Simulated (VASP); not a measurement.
# Eu3Si (Pm-3m) in VASP: single point with PBE+U

Aim: the single point of Eu3Si with PBE+U.

Everything below comes from runs of VASP 6.6.1. Logs are shortened: lines on timing, memory, paths and dates and some standing lists are left out, and cuts for length are marked.

## 1. The cell of the first run

The structure is cubic, space group Pm-3m (No. 221). Conventional cell: a = 5.034 Å, b = 5.034 Å, c = 5.034 Å, α = 90.00°, β = 90.00°, γ = 90.00°. Within 4.7 Å of Eu (site symmetry 4/mmm) lie 8 Eu at 3.56 Å and 4 Si at 3.56 Å. Within 4.7 Å of Si (site symmetry m-3m) lie 12 Eu at 3.56 Å.

## 2. Single point, PBE+U, collinear spin (31.89 Å³/atom)

Contents of INCAR:

```
SYSTEM = Eu3Si
PREC = Accurate ; ENCUT = 520
EDIFF = 1E-6 ; ISMEAR = 0
SIGMA = 0.05 ; LREAL = .False.
LASPH = .True. ; NELM = 150
ALGO = Normal ; ISIF = 2
LWAVE = .False. ; LCHARG = .False.
ISPIN = 2 ; MAGMOM = 7.81 7.81 7.81 -0.2
LORBIT = 11 ; LMAXMIX = 6
LDAU = .True. ; LDAUTYPE = 2
LDAUL = 3 -1 ; LDAUU = 6 0
LDAUJ = 0 0 ; LDAUPRINT = 1
GGA = PE ; NBANDS = 40
```

Contents of KPOINTS:

```
Automatic mesh
0
Gamma
  6 6 6
  0 0 0
```

Contents of POSCAR:

```
Eu3Si
1.0
    5.0337393177      0.0000000000      0.0000000000
    0.0000000000      5.0337393177      0.0000000000
    0.0000000000      0.0000000000      5.0337393177
Eu Si
3 1
Direct
    0.0000000000      0.5000000000      0.5000000000
    0.5000000000      0.5000000000      0.0000000000
    0.5000000000      0.0000000000      0.5000000000
    0.0000000000      0.0000000000      0.0000000000
```

Potentials or basis: VASP PAW PBE potentials, release 64 (Eu, Si).

Started as:

```sh
> cat potpaw_PBE.64/Eu/POTCAR potpaw_PBE.64/Si/POTCAR > POTCAR
> mpirun -np 1 vasp_std > vasp.out
```

OUTCAR:

```text
SYSTEM = Eu3Si
   PREC = Accurate
   ENCUT = 520
   EDIFF = 1E-6
   ISMEAR = 0
   LREAL = .False.
   LASPH = .True.
   NELM = 150
   ISIF = 2
   ISPIN = 2
   LORBIT = 11
   GGA = PE

 ion  position               nearest neighbor table
   1  0.000  0.500  0.500-
   2  0.500  0.500  0.000-
   3  0.500  0.000  0.500-
   4  0.000  0.000  0.000-

  LATTYP: Found a simple cubic cell.
 ALAT       =     5.0337393177

  Lattice vectors:

 A1 = (   5.0337393177,   0.0000000000,   0.0000000000)
 A2 = (   0.0000000000,   5.0337393177,   0.0000000000)
 A3 = (   0.0000000000,   0.0000000000,   5.0337393177)

Analysis of symmetry for initial positions (statically):
=====================================================================
 Subroutine PRICEL returns:
 Original cell was already a primitive cell.

 Routine SETGRP: Setting up the symmetry group for a
 simple cubic supercell.

 Subroutine GETGRP returns: Found 48 space group operations
 (whereof 48 operations were pure point group operations)
 out of a pool of 48 trial point group operations.

The static configuration has the point symmetry O_h .

Analysis of symmetry for dynamics (positions and initial velocities):
=====================================================================
 Subroutine PRICEL returns:
 Original cell was already a primitive cell.

 Routine SETGRP: Setting up the symmetry group for a
 simple cubic supercell.

 Subroutine GETGRP returns: Found 48 space group operations
 (whereof 48 operations were pure point group operations)
 out of a pool of 48 trial point group operations.

The dynamic configuration has the point symmetry O_h .

Analysis of structural, dynamic, and magnetic symmetry:
=====================================================================
 Subroutine PRICEL returns:
 Original cell was already a primitive cell.

 Routine SETGRP: Setting up the symmetry group for a
 simple cubic supercell.

 Subroutine GETGRP returns: Found 48 space group operations
 (whereof 48 operations were pure point group operations)
 out of a pool of 48 trial point group operations.

The overall configuration has the point symmetry O_h .

 Subroutine INISYM returns: Found 48 space group operations
 (whereof 48 operations are pure point group operations),
 and found     1 'primitive' translations

----------------------------------------------------------------------------------------

                                     Primitive cell

  volume of cell :     127.5476

  direct lattice vectors                    reciprocal lattice vectors
     5.033739318  0.000000000  0.000000000     0.198659473  0.000000000  0.000000000
     0.000000000  5.033739318  0.000000000     0.000000000  0.198659473  0.000000000
     0.000000000  0.000000000  5.033739318     0.000000000  0.000000000  0.198659473

  length of vectors
[... 109 lines left out ...]
   J (eV)           for each species LDAUJ =   0.0  0.0
   GGA     = PE    functional components
   LHFCALC =     F    Hartree Fock is set to
   AEXX    =    0.0000 exact exchange contribution
   IVDW    =     0    specifies the selected vdW correction
   LEPSILON=     F    determine dielectric tensor
   LRPA    =     F    only Hartree local field effects (RPA)
 spin polarized calculation
 Gauss-broadening in eV      SIGMA  =   0.05
  energy-cutoff  :      520.00
  volume of cell :      127.55
 maximum number of plane-waves:      3468
 NGX is ok and might be reduce to    40
   NGX = 19   NGY = 19   NGZ = 19

atom =   1  type =  1  l = 3

 onsite density matrix

spin component  1
[... 103 lines left out ...]
  o =  0.0001  v =  0.0000  0.0000  0.0000  0.0000  0.0000  0.0000  0.0000  0.6124 -0.0000 -0.7906  0.0000  0.0000  0.0000  0.0000      0.0000  0.0000  0.0000  0.0000  0.0000  0.0000  0.0000  0.0000  0.0000  0.0000  0.0000  0.0000  0.0000  0.0000
  o =  0.0002  v =  0.0000  0.0000  0.0000  0.0000  0.0000  0.0000  0.0000 -0.0000 -0.0000  0.0000  0.8504  0.0000  0.5262 -0.0003      0.0000  0.0000  0.0000  0.0000  0.0000  0.0000  0.0000  0.0000  0.0000  0.0000  0.0000  0.0000  0.0000  0.0000
  o =  0.0002  v =  0.0000  0.0000  0.0000  0.0000  0.0000  0.0000  0.0000  0.0000 -0.0000 -0.0000 -0.0003  0.1047 -0.0002 -0.9945      0.0000  0.0000  0.0000  0.0000  0.0000  0.0000  0.0000  0.0000  0.0000  0.0000  0.0000  0.0000  0.0000  0.0000
  o =  0.0004  v =  0.0000  0.0000  0.0000  0.0000  0.0000  0.0000  0.0000 -0.0000  1.0000 -0.0000  0.0000 -0.0000  0.0000 -0.0000      0.0000  0.0000  0.0000  0.0000  0.0000  0.0000  0.0000  0.0000  0.0000  0.0000  0.0000  0.0000  0.0000  0.0000
  o =  0.0006  v =  0.0000  0.0000  0.0000  0.0000  0.0000  0.0000  0.0000  0.7906  0.0000  0.6124  0.0000 -0.0000 -0.0000 -0.0000      0.0000  0.0000  0.0000  0.0000  0.0000  0.0000  0.0000  0.0000  0.0000  0.0000  0.0000  0.0000  0.0000  0.0000
  o =  0.0006  v =  0.0000  0.0000  0.0000  0.0000  0.0000  0.0000  0.0000 -0.0000 -0.0000 -0.0000  0.5262 -0.0007 -0.8504 -0.0001      0.0000  0.0000  0.0000  0.0000  0.0000  0.0000  0.0000  0.0000  0.0000  0.0000  0.0000  0.0000  0.0000  0.0000
  o =  0.0006  v =  0.0000  0.0000  0.0000  0.0000  0.0000  0.0000  0.0000 -0.0000 -0.0000 -0.0000 -0.0004 -0.9945  0.0006 -0.1047      0.0000  0.0000  0.0000  0.0000  0.0000  0.0000  0.0000  0.0000  0.0000  0.0000  0.0000  0.0000  0.0000  0.0000
  o =  0.9696  v =  0.0000 -1.0000 -0.0000  0.0000  0.0000  0.0000  0.0000  0.0000  0.0000  0.0000  0.0000  0.0000  0.0000  0.0000      0.0000  0.0000  0.0000  0.0000  0.0000  0.0000  0.0000  0.0000  0.0000  0.0000  0.0000  0.0000  0.0000  0.0000
  o =  0.9702  v =  0.0000 -0.0000  0.0000 -0.1204 -0.0597 -0.1055 -0.9853  0.0000  0.0000  0.0000  0.0000  0.0000  0.0000  0.0000      0.0000  0.0000  0.0000  0.0000  0.0000  0.0000  0.0000  0.0000  0.0000  0.0000  0.0000  0.0000  0.0000  0.0000
  o =  0.9702  v =  0.0000  0.0000 -0.0000  0.7424 -0.0097  0.6505 -0.1598  0.0000  0.0000  0.0000  0.0000  0.0000  0.0000  0.0000      0.0000  0.0000  0.0000  0.0000  0.0000  0.0000  0.0000  0.0000  0.0000  0.0000  0.0000  0.0000  0.0000  0.0000
  o =  0.9737  v =  0.6124  0.0000 -0.7906 -0.0000  0.0000  0.0000 -0.0000  0.0000  0.0000  0.0000  0.0000  0.0000  0.0000  0.0000      0.0000  0.0000  0.0000  0.0000  0.0000  0.0000  0.0000  0.0000  0.0000  0.0000  0.0000  0.0000  0.0000  0.0000
  o =  0.9750  v = -0.7906  0.0000 -0.6124 -0.0000  0.0000  0.0000 -0.0000  0.0000  0.0000  0.0000  0.0000  0.0000  0.0000  0.0000      0.0000  0.0000  0.0000  0.0000  0.0000  0.0000  0.0000  0.0000  0.0000  0.0000  0.0000  0.0000  0.0000  0.0000
  o =  0.9751  v =  0.0000 -0.0000 -0.0000  0.6436 -0.2148 -0.7345  0.0130  0.0000  0.0000  0.0000  0.0000  0.0000  0.0000  0.0000      0.0000  0.0000  0.0000  0.0000  0.0000  0.0000  0.0000  0.0000  0.0000  0.0000  0.0000  0.0000  0.0000  0.0000
  o =  0.9751  v =  0.0000 -0.0000  0.0000  0.1418  0.9748 -0.1618 -0.0590  0.0000  0.0000  0.0000  0.0000  0.0000  0.0000  0.0000      0.0000  0.0000  0.0000  0.0000  0.0000  0.0000  0.0000  0.0000  0.0000  0.0000  0.0000  0.0000  0.0000  0.0000

 number of electron      54.9999998 magnetization      21.6990433

 Free energy of the ion-electron system (eV)
  ---------------------------------------------------
  ext. energy  EPLUGINS =         0.00000000
  ---------------------------------------------------
  free energy    TOTEN  =       -38.22063250 eV

  energy without entropy =      -38.21796415  energy(sigma->0) =      -38.21929832

 E-fermi :   3.0333     XC(G=0):  -9.4683

 val. band max:        3.0237915798   @ k =   0.3333   0.3333   0.1667
 cond. band min:       3.1230568172   @ k =   0.0000   0.0000   0.0000
 fundamental gap:      0.0992652375
 Fermi energy:         3.0333010416

 spin component 1

 k-point     1 :       0.0000    0.0000    0.0000
  band No.  band energies     occupation
      1     -37.7026      1.00000
      2     -37.5904      1.00000
      3     -37.5904      1.00000
      4     -17.0055      1.00000
      5     -17.0055      1.00000
      6     -17.0055      1.00000
[... 829 lines left out ...]
     38       2.3675      1.00000
     39       2.3675      1.00000
 Fermi energy:         3.0333010416

 spin component 2

 k-point     1 :       0.0000    0.0000    0.0000
  band No.  band energies     occupation
      1     -34.5344      1.00000
      2     -34.3939      1.00000
      3     -34.3939      1.00000
      4     -14.7630      1.00000
      5     -14.7630      1.00000
      6     -14.7630      1.00000
[... 829 lines left out ...]
     38      11.2953      0.00000
     39      11.3122      0.00000
 [bands above 39 left out]

------------------------ aborting loop because EDIFF is reached ----------------------------------------

  FORCE on cell =-STRESS in cart. coord.  units (eV):
  Direction    XX          YY          ZZ          XY          YZ          ZX
  --------------------------------------------------------------------------------------
  -------------------------------------------------------------------------------------
  Total       -0.4233678     -0.4233678     -0.4233678      0.0000000      0.0000000      0.0000000
  in kB       -5.3180970     -5.3180970     -5.3180970      0.0000000      0.0000000      0.0000000
  external PRESSURE =      -5.3180970 kB  Pullay stress =       0.0000000 kB

 VOLUME and BASIS-vectors are now :
 -----------------------------------------------------------------------------
  energy-cutoff  :      520.00
  volume of cell :      127.55
      direct lattice vectors                 reciprocal lattice vectors
     5.033739318  0.000000000  0.000000000     0.198659473  0.000000000  0.000000000
     0.000000000  5.033739318  0.000000000     0.000000000  0.198659473  0.000000000
     0.000000000  0.000000000  5.033739318     0.000000000  0.000000000  0.198659473

 POSITION                                       TOTAL-FORCE (eV/Angst)
 -----------------------------------------------------------------------------------
      0.00000      2.51687      2.51687         0.000000      0.000000      0.000000
      2.51687      2.51687      0.00000         0.000000      0.000000      0.000000
      2.51687      0.00000      2.51687         0.000000      0.000000      0.000000
      0.00000      0.00000      0.00000         0.000000      0.000000      0.000000
 -----------------------------------------------------------------------------------
    total drift:                               -0.000000     -0.000000     -0.000000

  FREE ENERGIE OF THE ION-ELECTRON SYSTEM (eV)
  ---------------------------------------------------
  free  energy   TOTEN  =       -38.2206325002 eV

  energy  without entropy=      -38.2179641471  energy(sigma->0) =      -38.21929832

 total charge

# of ion       s       p       d       f       tot
--------------------------------------------------
    1        2.066   5.743   0.304   6.804  14.917
    2        2.066   5.743   0.304   6.804  14.917
    3        2.066   5.743   0.304   6.804  14.917
    4        0.770   0.781   0.000   0.000   1.551
--------------------------------------------------
tot          6.968  18.010   0.911  20.413  46.303

 magnetization (x)

# of ion       s       p       d       f       tot
--------------------------------------------------
    1        0.002  -0.105   0.108   6.799   6.804
    2        0.002  -0.105   0.108   6.799   6.804
    3        0.002  -0.105   0.108   6.799   6.804
    4       -0.015  -0.074   0.000   0.000  -0.089
--------------------------------------------------
tot         -0.010  -0.389   0.324  20.397  20.323
```

Wall time 5.7 min (1 thread of Intel Xeon Platinum 8488C (Sapphire Rapids), shared host); peak memory 0.38 GiB.

Results:

- Free energy: -38.2206 eV
- Pressure: -0.5 GPa
- Net moment: 21.70 μB per cell
- Site moments: Eu +6.80; Si -0.09 μB
- Valence electrons inside the program's atomic spheres: Eu 14.92; Si 1.55

Eigenvalues of the final occupation matrices:
```
    site  spin  trace                         eigenvalues
site 1 f     1   6.81  0.97 0.97 0.97 0.97 0.97 0.98 0.98
site 1 f     2   0.00  0.00 0.00 0.00 0.00 0.00 0.00 0.00
site 2 f     1   6.81  0.97 0.97 0.97 0.97 0.97 0.98 0.98
site 2 f     2   0.00  0.00 0.00 0.00 0.00 0.00 0.00 0.00
site 3 f     1   6.81  0.97 0.97 0.97 0.97 0.97 0.98 0.98
site 3 f     2   0.00  0.00 0.00 0.00 0.00 0.00 0.00 0.00
```

Caveat: the highest band is partly filled, so the run has too few bands; spin-orbit coupling is left out, which moves the levels of the heavy elements.
